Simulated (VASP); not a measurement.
**BaTiO3: single point with PBE**

BaTiO3:

```
CELL_PARAMETERS angstrom
2.82767 1.63255 2.31773
-2.82767 1.63255 2.31773
0.00000 -3.26511 2.31773
ATOMIC_POSITIONS crystal
Ba 0.03347 0.98847 0.00184
Ti 0.50610 0.52748 0.53723
O 0.48625 0.49715 0.97115
O 0.47409 0.98642 0.47201
O 0.97879 0.47918 0.49647
```

* Program: VASP 6.6.1
* Task: single point
* Functional: PBE
* Potentials or basis: VASP PAW PBE potentials, release 64 (Ba_sv, Ti_sv, O)
* Cutoff: 520 eV
* k mesh: 7 × 7 × 7
* Occupations: fermi-dirac, width 0.05 eV
* Spin: no spin polarisation
* Dipole correction: no
* Further INCAR settings: ALGO = Normal; EDIFF = 1e-07; NBANDS = 28

* Pressure: 11.4 GPa
* Largest force: 2.320 eV/Å
* Band gap on the k mesh: 2.75 eV, indirect (least direct gap 3.30 eV)

Forces on the atoms (eV/Å):
```
Ba  -1.278 -0.405 -0.271
Ti   0.930  1.534 -1.470
O    0.164 -1.246  0.921
O    0.309 -0.178  0.619
O   -0.126  0.294  0.201
```

Stress tensor (GPa, compression positive):
```
 9.17  0.09 -0.27
 0.09 13.51 -4.71
-0.27 -4.71 11.46
```

Levels at points of the mesh, in eV from the valence-band top:
```tsv
k point	band 17	band 18	band 19	band 20	band 21	band 22	band 23	band 24
(0.00, 0.00, 0.00)	-1.17	-0.72	-0.61	-0.55	2.75	3.01	3.34	4.81
```

Run time: 2.4 min on 1 thread of AMD EPYC 9R45 96-Core Processor (Zen 5) (shared host), peak memory 0.37 GiB.

Caveat: spin-orbit coupling is left out, which moves the levels of the heavy elements; forces of over 1 eV/Å act on the atoms, so gaps and moduli don't describe the material at rest. A k mesh can miss the band edges.
